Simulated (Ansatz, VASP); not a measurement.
**Two plane-wave programs on GaP2**

```xyz
6
Lattice="3.8150 0.0000 0.0000 -1.9075 3.3039 0.0000 0.0000 0.0000 10.1422" Properties=species:S:1:pos:R:3 pbc="T T T"
Ga    1.9075    1.1013    7.1729
Ga    0.0000    2.2026    2.9693
P     0.0000    2.2026    0.4396
P     1.9075    1.1013    9.7026
P     1.9075    1.1013    3.6805
P     0.0000    2.2026    6.4616
```

Alike in both runs: functional PBE; k mesh 12 × 12 × 4; occupations gaussian, width 0.1 eV; no spin polarisation.

Ansatz relaxed the structure, and its values are those at the end. VASP's run is a single point on that final structure, the one shown.

```csv
,VASP,Ansatz
version,VASP 6.6.1,Ansatz 0.2.0
potentials or method,"VASP PAW PBE potentials, release 64 (Ga_d, P), cutoff 520 eV","scalar-relativistic, plane waves, PAW"
valence electrons in the cell,46,46
```

|  | VASP | Ansatz | Ansatz less VASP |
| --- | --- | --- | --- |
| gap on the k mesh at the Fermi level (eV) | none | none | - |
| pressure (GPa) | -0.1 | 0.0 | +0.07 |
| rms of the force components (eV/Å) | 0.008 | 0.002 | -0.0058 |

A gap of «none» marks a metal or a gap that the smearing closes.
